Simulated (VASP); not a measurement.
# Na (I4/mmm) in VASP: a series of runs, part 2 of 2

VASP 6.6.1.

## Step 5: Single point, LDA

The input, INCAR:

```
SYSTEM = Na
ALGO = Fast
EDIFF = 1E-6
ENCUT = 520
ISIF = 2
ISMEAR = 0
LASPH = .TRUE.
LCHARG = .TRUE.
LELF = .TRUE.
LREAL = .FALSE.
LVHAR = .TRUE.
LWAVE = .FALSE.
NBANDS = 10
NELM = 100
PREC = Accurate
SIGMA = 0.15
```

The input, KPOINTS:

```
k-points
0
G
  18 18 18
  0 0 0
```

The input, POSCAR:

```
Na
1.0
   -1.9401812426      1.9401812426      2.5222356154
    1.9401812426     -1.9401812426      2.5222356154
    1.9401812426      1.9401812426     -2.5222356154
Na
1
Direct
    0.0000000000      0.0000000000      0.0000000000
```

Potentials or basis: VASP PAW LDA potentials, release 64 (Na_pv).

Launch:

```
$ cat potpaw_LDA.64/Na_pv/POTCAR > POTCAR
$ mpirun -np 1 vasp_std > vasp.out
```

OUTCAR:

```text
SYSTEM = Na
   EDIFF = 1E-6
   ENCUT = 520
   ISIF = 2
   ISMEAR = 0
   LASPH = .TRUE.
   LREAL = .FALSE.
   NELM = 100
   PREC = Accurate

 ion  position               nearest neighbor table
   1  0.000  0.000  0.000-

  LATTYP: Found a body centered tetragonal cell.
 ALAT       =     3.8803624852
 C/A-ratio  =     1.3000000000

  Lattice vectors:

 A1 = (  -1.9401812426,   1.9401812426,   2.5222356154)
 A2 = (   1.9401812426,  -1.9401812426,   2.5222356154)
 A3 = (   1.9401812426,   1.9401812426,  -2.5222356154)

Analysis of symmetry for initial positions (statically):
=====================================================================
 Subroutine PRICEL returns:
 Original cell was already a primitive cell.

 Routine SETGRP: Setting up the symmetry group for a
 body centered tetragonal supercell.

 Subroutine GETGRP returns: Found 16 space group operations
 (whereof 16 operations were pure point group operations)
 out of a pool of 16 trial point group operations.

The static configuration has the point symmetry D_4h.

Analysis of symmetry for dynamics (positions and initial velocities):
=====================================================================
 Subroutine PRICEL returns:
 Original cell was already a primitive cell.

 Routine SETGRP: Setting up the symmetry group for a
 body centered tetragonal supercell.

 Subroutine GETGRP returns: Found 16 space group operations
 (whereof 16 operations were pure point group operations)
 out of a pool of 16 trial point group operations.

The dynamic configuration has the point symmetry D_4h.

 Subroutine INISYM returns: Found 16 space group operations
 (whereof 16 operations are pure point group operations),
 and found     1 'primitive' translations

----------------------------------------------------------------------------------------

                                     Primitive cell

  volume of cell :      37.9778

  direct lattice vectors                    reciprocal lattice vectors
    -1.940181243  1.940181243  2.522235615     0.000000000  0.257707883  0.198236833
     1.940181243 -1.940181243  2.522235615     0.257707883  0.000000000  0.198236833
     1.940181243  1.940181243 -2.522235615     0.257707883  0.257707883  0.000000000

  length of vectors
     3.726966462  3.726966462  3.726966462     0.325132580  0.325132580  0.364453983

  position of ions in fractional coordinates (direct lattice)
     0.000000000  0.000000000  0.000000000

  ion indices of the primitive-cell ions
   primitive index   ion index
                 1           1

----------------------------------------------------------------------------------------

 KPOINTS: k-points

Automatic generation of k-mesh.
 Grid dimensions read from file:
 generate k-points for:   18   18   18

 Generating k-lattice:

  Cartesian coordinates                     Fractional coordinates (reciprocal lattice)
     0.000000000  0.014317105  0.011013157     0.055555556 -0.000000000  0.000000000
     0.014317105  0.000000000  0.011013157    -0.000000000  0.055555556  0.000000000
     0.014317105  0.014317105  0.000000000     0.000000000  0.000000000  0.055555556

  Length of vectors
     0.018062921  0.018062921  0.020247443

  Shift w.r.t. Gamma in fractional coordinates (k-lattice)
     0.000000000  0.000000000  0.000000000

 Subroutine IBZKPT returns following result:
 ===========================================

 Found    480 irreducible k-points:

 Following reciprocal coordinates:
            Coordinates               Weight
  0.000000  0.000000  0.000000      1.000000
  0.055556 -0.000000  0.000000      8.000000
  0.111111 -0.000000  0.000000      8.000000
  0.166667  0.000000 -0.000000      8.000000
  0.222222  0.000000 -0.000000      8.000000
  0.277778  0.000000 -0.000000      8.000000
[... 16 lines left out ...]
 -0.277778  0.055556  0.000000     16.000000
 -0.222222  0.055556  0.000000     16.000000
 [... further k-points ...]
   k-points           NKPTS =    480   k-points in BZ     NKDIM =    480   number of bands    NBANDS=     10
   number of dos      NEDOS =    301   number of ions     NIONS =      1
   total plane-waves  NPLWV =  21952
   dimension x,y,z NGX =    28 NGY =   28 NGZ =   28
   dimension x,y,z NGXF=    56 NGYF=   56 NGZF=   56
   ions per type =               1
   NGX,Y,Z   is equivalent  to a cutoff of  12.49, 12.49, 12.49 a.u.
   NGXF,Y,Z  is equivalent  to a cutoff of  24.98, 24.98, 24.98 a.u.
 SYSTEM =  Na
   PREC   = accura    normal or accurate (medium, high low for compatibility)
   ISTART =      0    job   : 0-new  1-cont  2-samecut
   ICHARG =      2    charge: 1-file 2-atom 10-const
   ISPIN  =      1    spin polarized calculation?
   LNONCOLLINEAR =      F non collinear calculations
   LSORBIT =      F    spin-orbit coupling
   LASPH  =      T    aspherical Exc in radial PAW
   ENCUT  =  520.0 eV  38.22 Ry    6.18 a.u.   6.93  6.93  6.93*2*pi/ulx,y,z
   NELM   =    100;   NELMIN=  2; NELMDL= -5     # of ELM steps
   EDIFF  = 0.1E-05   stopping-criterion for ELM
   LREAL  =      F    real-space projection
   EDIFFG = 0.1E-04   stopping-criterion for IOM
   NSW    =      0    number of steps for IOM
   IBRION =     -1    ionic relax: 0-MD 1-quasi-New 2-CG
   NFREE  =      0    steps in history (QN), initial steepest desc. (CG)
   ISIF   =      2    stress and relaxation
   ISYM   =      2    0-nonsym 1-usesym 2-fastsym
   POTIM  = 0.5000    time-step for ionic-motion
   TEBEG  =    0.0;   TEEND  =   0.0 temperature during run
   PSTRESS=    0.0 pullay stress
   NELECT =       7.0000    total number of electrons
   NUPDOWN=      -1.0000    fix difference up-down
   EMIN   =  10.00;   EMAX   =-10.00  energy-range for DOS
   EFERMI =   0.00;   METHOD = LEGACY
   ISMEAR =     0;   SIGMA  =   0.15  broadening in eV -4-tet -1-fermi 0-gaus
   EFERMI_NEDOS =   21; number of points for ismear=-14 and -15
   IALGO  =     68    algorithm
   IMIX   =      4    mixing-type and parameters
     AMIX     =   0.40;   BMIX     =  1.00
     AMIX_MAG =   1.60;   BMIX_MAG =  1.00
  volume/ion in A,a.u.               =      37.98       256.29
  Fermi-wavevector in a.u.,A,eV,Ry     =   0.931674  1.760609 11.810087  0.868017
  Thomas-Fermi vector in A             =   2.058192
   LORBIT       =      0    0 simple, 1 ext, 2 COOP (PROOUT), +10 PAW based schemes
   GGA     = CA    functional components
   LHFCALC =     F    Hartree Fock is set to
   AEXX    =    0.0000 exact exchange contribution
   IVDW    =     0    specifies the selected vdW correction
   LEPSILON=     F    determine dielectric tensor
   LRPA    =     F    only Hartree local field effects (RPA)
 non-spin polarized calculation
 RMM-DIIS sequential band-by-band and
 Gauss-broadening in eV      SIGMA  =   0.15
  energy-cutoff  :      520.00
  volume of cell :       37.98
 maximum number of plane-waves:      1042
   NGX = 13   NGY = 13   NGZ = 13

 number of electron       6.9999998 magnetization

 Free energy of the ion-electron system (eV)
  ---------------------------------------------------
  ext. energy  EPLUGINS =         0.00000000
  ---------------------------------------------------
  free energy    TOTEN  =        -1.44216058 eV

  energy without entropy =       -1.43700435  energy(sigma->0) =       -1.43958246

 E-fermi :   0.0983     XC(G=0):  -6.6603

 val. band max:        0.0782696453   @ k =  -0.3333   0.3333   0.2222
 cond. band min:       0.1101139388   @ k =  -0.3333  -0.3889   0.2778
 fundamental gap:      0.0318442935
 Fermi energy:         0.0982646672

 k-point     1 :       0.0000    0.0000    0.0000
  band No.  band energies     occupation
      1     -24.8662      2.00000
      2     -24.8660      2.00000
      3     -24.8660      2.00000
      4      -3.1385      2.00000
      5      10.9419      0.00000
      6      10.9419      0.00000
      7      11.2446      0.00000
      8      12.2890      0.00000
      9      12.4388      0.00000
     10      12.4769      0.00000

 k-point     2 :       0.0556   -0.0000    0.0000
  band No.  band energies     occupation
      1     -24.8671      2.00000
      2     -24.8662      2.00000
      3     -24.8662      2.00000
      4      -3.0877      2.00000
      5      10.1161      0.00000
      6      10.7891      0.00000
      7      11.0450      0.00000
      8      12.2791      0.00000
      9      12.6215      0.00000
     10      12.7156      0.00000
[... 274 lines left out ...]
 k-point    24 :      -0.2222    0.0556    0.0000
  band No.  band energies     occupation
      1     -24.8778      2.00000
      2     -24.8684      2.00000
      3     -24.8676      2.00000
      4      -2.4314      2.00000
      5       6.6600      0.00000
      6       9.6919      0.00000
      7      10.3491      0.00000
      8      11.3682      0.00000
      9      12.2038      0.00000
     10      13.4080      0.00000

 [... further k-points ...]
[... 5 lines left out ...]
  --------------------------------------------------------------------------------------
  -------------------------------------------------------------------------------------
  Total       -0.2520575     -0.2520575     -0.2403876      0.0000000      0.0000000      0.0000000
  in kB      -10.6335895    -10.6335895    -10.1412714      0.0000000      0.0000000      0.0000000
  external PRESSURE =     -10.4694835 kB  Pullay stress =       0.0000000 kB

 VOLUME and BASIS-vectors are now :
 -----------------------------------------------------------------------------
  energy-cutoff  :      520.00
  volume of cell :       37.98
      direct lattice vectors                 reciprocal lattice vectors
    -1.940181243  1.940181243  2.522235615     0.000000000  0.257707883  0.198236833
     1.940181243 -1.940181243  2.522235615     0.257707883  0.000000000  0.198236833
     1.940181243  1.940181243 -2.522235615     0.257707883  0.257707883  0.000000000

 POSITION                                       TOTAL-FORCE (eV/Angst)
 -----------------------------------------------------------------------------------
      0.00000      0.00000      0.00000         0.000000     -0.000000      0.000000
 -----------------------------------------------------------------------------------
    total drift:                               -0.000000     -0.000000     -0.000000

  FREE ENERGIE OF THE ION-ELECTRON SYSTEM (eV)
  ---------------------------------------------------
  free  energy   TOTEN  =        -1.4421605772 eV

  energy  without entropy=       -1.4370043492  energy(sigma->0) =       -1.43958246
```

stdout:

```text
POSCAR found type information on POSCAR Na
 POSCAR found :  1 types and       1 ions
 scaLAPACK will be used
 LDA part: xc-table for (Slater(with rela. corr.)+CA(PZ))
 , standard interpolation
 POSCAR, INCAR and KPOINTS ok, starting setup
 FFT: planning ... GRIDC
 FFT: planning ... GRID_SOFT
 FFT: planning ... GRID
 WAVECAR not read
 entering main loop
```

Wall time 49 s (1 thread of Intel Xeon 6975P-C (Granite Rapids), shared host); peak memory 0.24 GiB.

What came out:

* Free energy: -1.4422 eV
* Pressure: -1.0 GPa

## Step 6: The runs side by side

```tsv
cell	gap on the mesh (eV)	pressure (GPa)
a = 3.688 Å, angles 105.4, 105.4, 118.0°, 1 atom	none	-1.0
a = 3.696 Å, angles 114.7, 114.7, 99.4°, 1 atom	none	-1.1
a = 3.715 Å, angles 103.5, 103.5, 122.2°, 1 atom	none	-1.0
a = 3.727 Å, angles 117.3, 117.3, 94.8°, 1 atom	none	-1.0
```

Alike in all rows: task single point; level LDA; potentials or basis VASP PAW LDA potentials, release 64 (Na_pv); no spin polarisation; k mesh 18 × 18 × 18; cutoff (eV) 520; smearing gaussian 0.15 eV.

Absolute energies hang on the potentials; compare differences alone.
